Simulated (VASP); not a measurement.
Set up this calculation in VASP 6.6.1, as the native input.

| Item | Value |
| --- | --- |
| Task | single point |
| Functional | PBE |
| Dispersion | D3(BJ) |
| Potentials or basis | VASP PAW PBE potentials, release 64 (Ge_d, H) |
| Cutoff | 520 eV |
| k mesh | 7 × 7 × 1 |
| Occupations | gaussian, width 0.1 eV |
| Spin | no spin polarisation |
| Dipole correction | yes |
| Further INCAR settings | ALGO = Normal; EDIFF = 1e-06; NBANDS = 36 |

The structure of Ge4H lies in POSCAR:

```
Ge4H
1.0
    4.0303587907      0.0000000000      0.0000000000
    0.0000000000      4.0303587907      0.0000000000
    0.0000000000      0.0000000000     21.6416627718
Ge H
4 1
Direct
    0.0000000000      0.5000000000      0.1848286817
    0.0000000000      0.0000000000      0.2506714513
    0.5000000000      0.0000000000      0.3196569899
    0.5000000000      0.5000000000      0.3854446333
    0.8750000000      0.7500000000      0.5009625594
```

The input as run:

INCAR

```
ALGO     = Normal         # electronic algorithm
DIPOL    = 0.5 0.5 0.328
EDIFF    = 1E-6           # SCF threshold, eV
ENCUT    = 520            # plane-wave cutoff, eV
GGA      = PE             # functional
IDIPOL   = 3            
ISIF     = 2              # what is computed and relaxed
ISMEAR   = 0              # smearing method
IVDW     = 12             # dispersion correction
LASPH    = T              # aspherical terms in the spheres
LCHARG   = T              # write CHGCAR
LDIPOL   = T            
LELF     = T              # ELF
LREAL    = F              # projectors in reciprocal space
LVACPOTAV= T            
LVHAR    = T            
LWAVE    = F              # write WAVECAR
NBANDS   = 36             # bands
NELM     = 100            # most SCF steps
PREC     = Accurate       # precision mode
SIGMA    = 0.1            # smearing width, eV
```

KPOINTS

```
k-points
0
Gamma
  7 7 1
```

Potentials or basis: VASP PAW PBE potentials, release 64 (Ge_d, H).

Launch:

```bash
$ cat potpaw_PBE.64/Ge_d/POTCAR potpaw_PBE.64/H/POTCAR > POTCAR
$ mpirun -np 1 vasp_std > vasp.out
```

Results of the run:

The largest force is 1.049 eV/Å. The band gap on the k mesh is zero (an odd number of electrons rules out a gap without spin polarisation) and the dispersion energy per atom is -0.180 eV.

Wall time 5.3 min on 1 thread of Intel(R) Xeon(R) 6975P-C (Granite Rapids), with other jobs on the host, peak memory 0.51 GiB.
